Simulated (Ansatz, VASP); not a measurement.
## Bi3O in VASP and in Ansatz

```
Bi O
1.0
     4.02442    0.00000    0.00000
     0.00000    4.02442    0.00000
     0.00000    0.00000   12.91801
Bi O
6 2
Direct
  0.50000 0.00000 0.90268
  0.00000 0.50000 0.09732
  0.50000 0.00000 0.60464
  0.00000 0.50000 0.72466
  0.00000 0.50000 0.39536
  0.50000 0.00000 0.27534
  0.50000 0.50000 0.00000
  0.00000 0.00000 0.00000
```

Alike in both runs: functional PBE; k mesh 4 × 4 × 2; occupations gaussian, width 0.2 eV; no spin polarisation.

Ansatz relaxed the structure, and its values are those at the end. VASP's run is a single point on that final structure, the one shown.

|  | VASP | Ansatz |
| --- | --- | --- |
| version | VASP 6.6.1 | Ansatz 0.2.0 |
| potentials or method | VASP PAW PBE potentials, release 64 (Bi_d, O), cutoff 520 eV | scalar-relativistic, plane waves, PAW |
| valence electrons in the cell | 102 | 102 |

```csv
,VASP,Ansatz,Ansatz less VASP
gap on the k mesh at the Fermi level (eV),none,none,-
pressure (GPa),0.2,0.3,+0.02
rms of the force components (eV/Å),0.012,0.012,0.0000
```

A gap of «none» marks a metal or a gap that the smearing closes.

The k mesh is coarse, so the values compare programs but aren't converged. Spin-orbit coupling is off throughout.
